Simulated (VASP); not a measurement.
A run of VASP 6.6.1:

The input INCAR:

```
  PREC = Accurate
  ENCUT = 520
  EDIFF = 1E-7
  ISMEAR = 0
  SIGMA = 0.01
  LREAL = F
  LASPH = T
  NELM = 60
  ALGO = Normal
  ISIF = 2
  LWAVE = F
  LCHARG = T
  LELF = T
  LVHAR = T
  NBANDS = 26
```

The input KPOINTS:

```
regular mesh
0
Gamma
  6 6 4
```

The input POSCAR:

```
CdSe
1.0
    4.2021558723      0.0000000000      0.0000000000
   -2.1010779362      3.6391737361      0.0000000000
    0.0000000000      0.0000000000      6.8681958844
Cd Se
2 2
Direct
    0.3333333333      0.6666666667      0.0049129874
    0.6666666667      0.3333333333      0.5049129874
    0.3333333333      0.6666666667      0.3800870126
    0.6666666667      0.3333333333      0.8800870126
```

Potentials or basis: VASP PAW LDA potentials, release 64 (Cd, Se).

Launch:

```console
$ cat potpaw_LDA.64/Cd/POTCAR potpaw_LDA.64/Se/POTCAR > POTCAR
$ mpirun -np 1 vasp_std > vasp.out
```

Hardware: 1 thread of Intel Xeon 8259CL, with other jobs on the host.

**Question.** How long does it take, and how much memory?

**Answer.** Run time: 64 s on 1 thread of Intel Xeon 8259CL, with other jobs on the host, peak memory 0.21 GiB. Counts: scf iterations 14, k points 21.
